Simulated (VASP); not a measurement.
Set up this calculation in VASP 6.6.1, as the native input.

```
Task                               : single point
Functional                         : PBE0
Potentials or basis                : VASP PAW PBE potentials, release 64 (S, Mg)
Cutoff                             : 520 eV
k mesh                             : 4 × 4 × 4
Occupations                        : fermi-dirac, width 0.05 eV
Spin                               : no spin polarisation
Dipole correction                  : no
Grid for exact exchange (PRECFOCK) : Normal
Further INCAR settings             : ALGO = Normal; EDIFF = 1e-06; NBANDS = 11
Share of exact exchange            : 0.25
```

MgS:

```xyz
2
Lattice="0.0000 2.6016 2.6016 2.6016 0.0000 2.6016 2.6016 2.6016 0.0000" Properties=species:S:1:pos:R:3 pbc="T T T"
S     2.6016    2.6016    2.6016
Mg    0.0000    0.0000    0.0000
```

One way to write it, as run:

POSCAR

```
MgS
1.0
    0.0000000000      2.6016500000      2.6016500000
    2.6016500000      0.0000000000      2.6016500000
    2.6016500000      2.6016500000      0.0000000000
S Mg
1 1
Direct
    0.5000000000      0.5000000000      0.5000000000
    0.0000000000      0.0000000000      0.0000000000
```

INCAR.step1

```
SYSTEM = MgS
PREC = Accurate
ENCUT = 520
EDIFF = 1E-5
ISMEAR = -1
SIGMA = 0.05
LREAL = .False.
LASPH = .True.
NELM = 60
ALGO = Normal
ISIF = 2
LWAVE = .True.
LCHARG = .False.
NBANDS = 11
GGA = PE
```

INCAR.step2

```
SYSTEM = MgS
PREC = Accurate
ENCUT = 520
EDIFF = 1E-6
ISMEAR = -1
SIGMA = 0.05
LREAL = .False.
LASPH = .True.
NELM = 60
ALGO = Normal
ISIF = 2
LWAVE = .False.
LCHARG = .False.
GGA = PE
LHFCALC = .True.
AEXX = 0.25
PRECFOCK = Normal
NBANDS = 11
ISTART = 1
```

KPOINTS

```
regular mesh
0
Gamma
  4 4 4
  0 0 0
```

Potentials or basis: VASP PAW PBE potentials, release 64 (S, Mg).

The run is started by

```bash
$ cat potpaw_PBE.64/S/POTCAR potpaw_PBE.64/Mg/POTCAR > POTCAR
$ cp INCAR.step1 INCAR
$ mpirun -np 1 vasp_std > vasp.out
$ cp INCAR.step2 INCAR
$ mpirun -np 1 vasp_std > vasp.out
```

It gave:

| Property | Result |
| --- | --- |
| Pressure | -0.5 GPa |
| Band gap on the k mesh | 4.52 eV (least direct gap 5.57 eV) |

Caveat: the k points lie up to 0.52 Å⁻¹ apart; the PAW data sets were made with another functional, which shifts forces and pressure a little.

Wall time 3.4 min on 1 thread of Intel Xeon 8259CL (shared host), peak memory 0.17 GiB.
